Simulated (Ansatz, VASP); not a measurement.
One calculation of AlNi3, two programs

```xyz
4
Lattice="3.5680 0.0000 0.0000 0.0000 3.5680 0.0000 0.0000 0.0000 3.5680" Properties=species:S:1:pos:R:3 pbc="T T T"
Al    0.0000    0.0000    0.0000
Ni    0.0000    1.7840    1.7840
Ni    1.7840    0.0000    1.7840
Ni    1.7840    1.7840    0.0000
```

Alike in both runs: task single point; functional PBE; k mesh 10 × 10 × 10; occupations gaussian, width 0.1 eV; collinear spin.

|  | VASP | Ansatz |
| --- | --- | --- |
| version | VASP 6.6.1 | Ansatz 0.2.0 |
| potentials or method | VASP PAW PBE potentials, release 64 (Al, Ni) | scalar-relativistic, plane waves, PAW |
| plane-wave cutoff (eV) | 520 | 420 |
| valence electrons in the cell | 33 | 57 |

Ansatz gave:

- gap on the k mesh at the Fermi level (eV): none
- pressure (GPa): -0.2
- net moment per atom (μB): 0.18
- size of the moment on the site where the two differ most (μB): 0.28

Q: Estimate VASP's values.

A: gap on the k mesh at the Fermi level (eV): none; pressure (GPa): -0.1; net moment per atom (μB): 0.18; size of the moment on the site where the two differ most (μB): 0.26.

Site moments also hang on the region over which each program counts them. A gap of «none» marks a metal or a gap that the smearing closes. VASP's potentials hold 33 valence electrons a cell and Ansatz's 57, so a difference there can come from the potentials and not from the codes.
